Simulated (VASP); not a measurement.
# Pd (Fm-3m) in VASP: a series of runs

Runs on Pd. Level: PBE. Tasks: single point.

Program: VASP 6.6.1. These are calculated values, not measurements. Logs are shortened: lines on timing, memory, paths and dates and some standing lists are left out, and cuts for length are marked.

## 1. The cell of the first run

It takes space group Fm-3m (No. 225, cubic). The conventional cell has a = 3.947 Å, b = 3.947 Å, c = 3.947 Å, α = 90.00°, β = 90.00°, γ = 90.00°. Within 3.7 Å of Pd (site symmetry m-3m) lie 12 Pd at 2.79 Å.

## 2. Single point, PBE, collinear spin

File INCAR:

```
PREC     = Accurate       # precision mode
ENCUT    = 500            # plane-wave cutoff, eV
EDIFF    = 1E-6           # SCF threshold, eV
ISMEAR   = 1              # smearing method
SIGMA    = 0.01           # smearing width, eV
LREAL    = False          # projectors in reciprocal space
LASPH    = True           # aspherical terms in the spheres
NELM     = 200            # most SCF steps
ALGO     = Normal         # electronic algorithm
ISIF     = 2              # what is computed and relaxed
LWAVE    = False          # write WAVECAR
LCHARG   = True           # write CHGCAR
ISPIN    = 2              # spin polarisation
MAGMOM   = 0.288          # initial moments
LORBIT   = 11             # projections on sites
LMAXMIX  = 4              # l up to which the mixer works
GGA      = PE             # functional
LELF     = True           # ELF
LVHAR    = True         
NBANDS   = 15             # bands
GGA_COMPAT= False
```

File KPOINTS:

```
Automatic mesh
0
Gamma
  14 14 14
```

File POSCAR:

```
Pd
1.0
    0.0000000000      1.9737080107      1.9737080107
    1.9737080107      0.0000000000      1.9737080107
    1.9737080107      1.9737080107      0.0000000000
Pd
1
Direct
    0.0000000000      0.0000000000      0.0000000000
```

Potentials or basis: VASP PAW PBE potentials, release 64 (Pd).

The run is started by

```bash
> cat potpaw_PBE.64/Pd/POTCAR > POTCAR
> mpirun -np 1 vasp_std > vasp.out
```

OUTCAR:

```text
PREC = Accurate
   ENCUT = 500
   EDIFF = 1E-6
   ISMEAR = 1
   LREAL = False
   LASPH = True
   NELM = 200
   ISIF = 2
   ISPIN = 2
   LORBIT = 11
   GGA = PE

 ion  position               nearest neighbor table
   1  0.000  0.000  0.000-

  LATTYP: Found a face centered cubic cell.
 ALAT       =     3.9474160214

  Lattice vectors:

 A1 = (   0.0000000000,   1.9737080107,   1.9737080107)
 A2 = (   1.9737080107,   0.0000000000,   1.9737080107)
 A3 = (   1.9737080107,   1.9737080107,   0.0000000000)

Analysis of symmetry for initial positions (statically):
=====================================================================
 Subroutine PRICEL returns:
 Original cell was already a primitive cell.

 Routine SETGRP: Setting up the symmetry group for a
 face centered cubic supercell.

 Subroutine GETGRP returns: Found 48 space group operations
 (whereof 48 operations were pure point group operations)
 out of a pool of 48 trial point group operations.

The static configuration has the point symmetry O_h .

Analysis of symmetry for dynamics (positions and initial velocities):
=====================================================================
 Subroutine PRICEL returns:
 Original cell was already a primitive cell.

 Routine SETGRP: Setting up the symmetry group for a
 face centered cubic supercell.

 Subroutine GETGRP returns: Found 48 space group operations
 (whereof 48 operations were pure point group operations)
 out of a pool of 48 trial point group operations.

The dynamic configuration has the point symmetry O_h .

Analysis of structural, dynamic, and magnetic symmetry:
=====================================================================
 Subroutine PRICEL returns:
 Original cell was already a primitive cell.

 Routine SETGRP: Setting up the symmetry group for a
 face centered cubic supercell.

 Subroutine GETGRP returns: Found 48 space group operations
 (whereof 48 operations were pure point group operations)
 out of a pool of 48 trial point group operations.

The overall configuration has the point symmetry O_h .

 Subroutine INISYM returns: Found 48 space group operations
 (whereof 48 operations are pure point group operations),
 and found     1 'primitive' translations

----------------------------------------------------------------------------------------

                                     Primitive cell

  volume of cell :      15.3773

  direct lattice vectors                    reciprocal lattice vectors
     0.000000000  1.973708011  1.973708011    -0.253330278  0.253330278  0.253330278
     1.973708011  0.000000000  1.973708011     0.253330278 -0.253330278  0.253330278
     1.973708011  1.973708011  0.000000000     0.253330278  0.253330278 -0.253330278

  length of vectors
     2.791244637  2.791244637  2.791244637     0.438780913  0.438780913  0.438780913

  position of ions in fractional coordinates (direct lattice)
     0.000000000  0.000000000  0.000000000

  ion indices of the primitive-cell ions
   primitive index   ion index
                 1           1

----------------------------------------------------------------------------------------

 KPOINTS: Automatic mesh

Automatic generation of k-mesh.
 Grid dimensions read from file:
 generate k-points for:   14   14   14

 Generating k-lattice:

  Cartesian coordinates                     Fractional coordinates (reciprocal lattice)
    -0.018095020  0.018095020  0.018095020     0.071428571  0.000000000  0.000000000
     0.018095020 -0.018095020  0.018095020     0.000000000  0.071428571  0.000000000
     0.018095020  0.018095020 -0.018095020     0.000000000  0.000000000  0.071428571

  Length of vectors
     0.031341494  0.031341494  0.031341494

  Shift w.r.t. Gamma in fractional coordinates (k-lattice)
     0.000000000  0.000000000  0.000000000

 Subroutine IBZKPT returns following result:
 ===========================================

 Found    104 irreducible k-points:

 Following reciprocal coordinates:
            Coordinates               Weight
  0.000000  0.000000  0.000000      1.000000
  0.071429  0.000000  0.000000      8.000000
  0.142857  0.000000  0.000000      8.000000
  0.214286  0.000000  0.000000      8.000000
  0.285714  0.000000  0.000000      8.000000
  0.357143  0.000000  0.000000      8.000000
[... 16 lines left out ...]
  0.214286  0.142857  0.000000     24.000000
  0.285714  0.142857  0.000000     24.000000
 [... further k-points ...]
   k-points           NKPTS =    104   k-points in BZ     NKDIM =    104   number of bands    NBANDS=     15
   number of dos      NEDOS =    301   number of ions     NIONS =      1
   total plane-waves  NPLWV =   8000
   dimension x,y,z NGX =    20 NGY =   20 NGZ =   20
   dimension x,y,z NGXF=    40 NGYF=   40 NGZF=   40
   ions per type =               1
   NGX,Y,Z   is equivalent  to a cutoff of  11.91, 11.91, 11.91 a.u.
   NGXF,Y,Z  is equivalent  to a cutoff of  23.82, 23.82, 23.82 a.u.
 SYSTEM =  unknown system
   PREC   = accura    normal or accurate (medium, high low for compatibility)
   ISTART =      0    job   : 0-new  1-cont  2-samecut
   ICHARG =      2    charge: 1-file 2-atom 10-const
   ISPIN  =      2    spin polarized calculation?
   LNONCOLLINEAR =      F non collinear calculations
   LSORBIT =      F    spin-orbit coupling
   LASPH  =      T    aspherical Exc in radial PAW
   ENCUT  =  500.0 eV  36.75 Ry    6.06 a.u.   5.09  5.09  5.09*2*pi/ulx,y,z
   NELM   =    200;   NELMIN=  2; NELMDL= -5     # of ELM steps
   EDIFF  = 0.1E-05   stopping-criterion for ELM
   LREAL  =      F    real-space projection
   EDIFFG = 0.1E-04   stopping-criterion for IOM
   NSW    =      0    number of steps for IOM
   IBRION =     -1    ionic relax: 0-MD 1-quasi-New 2-CG
   NFREE  =      0    steps in history (QN), initial steepest desc. (CG)
   ISIF   =      2    stress and relaxation
   ISYM   =      2    0-nonsym 1-usesym 2-fastsym
   POTIM  = 0.5000    time-step for ionic-motion
   TEBEG  =    0.0;   TEEND  =   0.0 temperature during run
   PSTRESS=    0.0 pullay stress
   NELECT =      10.0000    total number of electrons
   NUPDOWN=      -1.0000    fix difference up-down
   EMIN   =  10.00;   EMAX   =-10.00  energy-range for DOS
   EFERMI =   0.00;   METHOD = LEGACY
   ISMEAR =     1;   SIGMA  =   0.01  broadening in eV -4-tet -1-fermi 0-gaus
   EFERMI_NEDOS =   21; number of points for ismear=-14 and -15
   IALGO  =     38    algorithm
   IMIX   =      4    mixing-type and parameters
     AMIX     =   0.40;   BMIX     =  1.00
     AMIX_MAG =   1.60;   BMIX_MAG =  1.00
  volume/ion in A,a.u.               =      15.38       103.77
  Fermi-wavevector in a.u.,A,eV,Ry     =   1.418345  2.680284 27.370881  2.011703
  Thomas-Fermi vector in A             =   2.539480
   LORBIT       =     11    0 simple, 1 ext, 2 COOP (PROOUT), +10 PAW based schemes
   GGA     = PE    functional components
   LHFCALC =     F    Hartree Fock is set to
   AEXX    =    0.0000 exact exchange contribution
   IVDW    =     0    specifies the selected vdW correction
   LEPSILON=     F    determine dielectric tensor
   LRPA    =     F    only Hartree local field effects (RPA)
 spin polarized calculation
 Methfessel and Paxton  Order N= 1 SIGMA  =   0.01
  energy-cutoff  :      500.00
  volume of cell :       15.38
 maximum number of plane-waves:       399
   NGX = 11   NGY = 11   NGZ = 11

 number of electron      10.0000000 magnetization       0.2880000

 number of electron       9.9999995 magnetization       0.4536359

 Free energy of the ion-electron system (eV)
  ---------------------------------------------------
  ext. energy  EPLUGINS =         0.00000000
  ---------------------------------------------------
  free energy    TOTEN  =        -5.21367197 eV

  energy without entropy =       -5.21363266  energy(sigma->0) =       -5.21365887

 E-fermi :   9.1372     XC(G=0): -12.9267

 val. band max:        9.1362593092   @ k =   0.5000   0.4286   0.0000
 cond. band min:       9.1376845643   @ k =  -0.4286   0.3571   0.1429
 fundamental gap:      0.0014252551
 Fermi energy:         9.1372015950

 spin component 1

 k-point     1 :       0.0000    0.0000    0.0000
  band No.  band energies     occupation
      1       2.2534      1.00000
      2       6.2638      1.00000
      3       6.2638      1.00000
      4       6.2638      1.00000
      5       7.7974      1.00000
      6       7.7974      1.00000
      7      26.2504      0.00000
      8      30.7889      0.00000
      9      30.7889      0.00000
     10      30.7889      0.00000
     11      35.1766      0.00000
     12      36.0619      0.00000
     13      38.8222      0.00000
     14      38.8222      0.00000
     15      38.8222      0.00000
[... 397 lines left out ...]
 k-point    24 :       0.2857    0.1429    0.0000
  band No.  band energies     occupation
      1       4.2693      1.00000
      2       5.5770      1.00000
      3       6.5769      1.00000
      4       6.9483      1.00000
      5       7.9486      1.00000
      6       8.3170      1.00000
      7      24.0611      0.00000
      8      27.4811      0.00000
      9      28.3981      0.00000
     10      30.3628      0.00000
     11      34.4846      0.00000
     12      35.5175      0.00000
     13      36.7846      0.00000
     14      37.0974      0.00000
     15      40.2213      0.00000

 [... further k-points ...]

 spin component 2

 k-point     1 :       0.0000    0.0000    0.0000
  band No.  band energies     occupation
      1       2.2949      1.00000
      2       6.6178      1.00000
      3       6.6178      1.00000
      4       6.6178      1.00000
      5       8.0846      1.00000
      6       8.0846      1.00000
      7      26.2728      0.00000
      8      30.8091      0.00000
      9      30.8091      0.00000
     10      30.8091      0.00000
     11      35.5899      0.00000
     12      36.1969      0.00000
     13      38.9150      0.00000
     14      38.9150      0.00000
     15      38.9150      0.00000
[... 397 lines left out ...]
 k-point    24 :       0.2857    0.1429    0.0000
  band No.  band energies     occupation
      1       4.3610      1.00000
      2       5.8792      1.00000
      3       6.8759      1.00000
      4       7.2885      1.00000
      5       8.2479      1.00000
      6       8.6331      1.00000
      7      24.1532      0.00000
      8      27.5218      0.00000
      9      28.4816      0.00000
     10      30.4306      0.00000
     11      34.6585      0.00000
     12      36.0311      0.00000
     13      36.8451      0.00000
     14      37.1732      0.00000
     15      40.3217      0.00000

 [... further k-points ...]

------------------------ aborting loop because EDIFF is reached ----------------------------------------

  FORCE on cell =-STRESS in cart. coord.  units (eV):
  Direction    XX          YY          ZZ          XY          YZ          ZX
  --------------------------------------------------------------------------------------
  -------------------------------------------------------------------------------------
  Total       -0.0274025     -0.0274025     -0.0274025     -0.0000000     -0.0000000      0.0000000
  in kB       -2.8550997     -2.8550997     -2.8550997     -0.0000000     -0.0000000      0.0000000
  external PRESSURE =      -2.8550997 kB  Pullay stress =       0.0000000 kB

 VOLUME and BASIS-vectors are now :
 -----------------------------------------------------------------------------
  energy-cutoff  :      500.00
  volume of cell :       15.38
      direct lattice vectors                 reciprocal lattice vectors
     0.000000000  1.973708011  1.973708011    -0.253330278  0.253330278  0.253330278
     1.973708011  0.000000000  1.973708011     0.253330278 -0.253330278  0.253330278
     1.973708011  1.973708011  0.000000000     0.253330278  0.253330278 -0.253330278

 POSITION                                       TOTAL-FORCE (eV/Angst)
 -----------------------------------------------------------------------------------
      0.00000      0.00000      0.00000         0.000000     -0.000000      0.000000
 -----------------------------------------------------------------------------------
    total drift:                               -0.000000     -0.000000     -0.000000

  FREE ENERGIE OF THE ION-ELECTRON SYSTEM (eV)
  ---------------------------------------------------
  free  energy   TOTEN  =        -5.2136719731 eV

  energy  without entropy=       -5.2136326611  energy(sigma->0) =       -5.21365887

 total charge

# of ion       s       p       d       tot
------------------------------------------
    1        0.471   0.436   8.449   9.356

 magnetization (x)

# of ion       s       p       d       tot
------------------------------------------
    1        0.002  -0.004   0.454   0.452
```

Run time: 27 s. Hardware: 1 thread of AMD EPYC 7R13 (Zen 3), shared host; peak memory 0.12 GiB.

Results:

```
Free energy                                           : -5.2137 eV
Pressure                                              : -0.3 GPa
Net moment                                            : 0.45 μB per cell
Site moments                                          : Pd +0.45 μB
Valence electrons inside the program's atomic spheres : Pd 9.36
```

Levels at points of the mesh, in eV from the Fermi level:
Spin up:
| k point | band 1 | band 2 | band 3 | band 4 | band 5 | band 6 | band 7 | band 8 | band 9 | band 10 |
| --- | --- | --- | --- | --- | --- | --- | --- | --- | --- | --- |
| (0.00, 0.00, 0.00) | -6.88 | -2.87 | -2.87 | -2.87 | -1.34 | -1.34 | 17.11 | 21.65 | 21.65 | 21.65 |
| (0.50, 0.00, 0.00) | -5.14 | -2.89 | -2.89 | -0.25 | -0.25 | 1.06 | 6.84 | 16.47 | 20.61 | 20.61 |
| (0.50, 0.50, 0.00) | -5.18 | -4.97 | -0.25 | 0.02 | 0.02 | 3.29 | 10.22 | 12.91 | 12.91 | 20.88 |
Spin down:
```csv
k point,band 2,band 3,band 4,band 5,band 6,band 7,band 8,band 9
"(0.00, 0.00, 0.00)",-2.52,-2.52,-2.52,-1.05,-1.05,17.14,21.67,21.67
"(0.50, 0.00, 0.00)",-2.59,-2.59,0.11,0.11,1.07,7.07,16.47,20.70
"(0.50, 0.50, 0.00)",-4.67,0.05,0.43,0.43,3.33,10.39,12.97,12.97
```

(Part 1 of 2 ends here.)
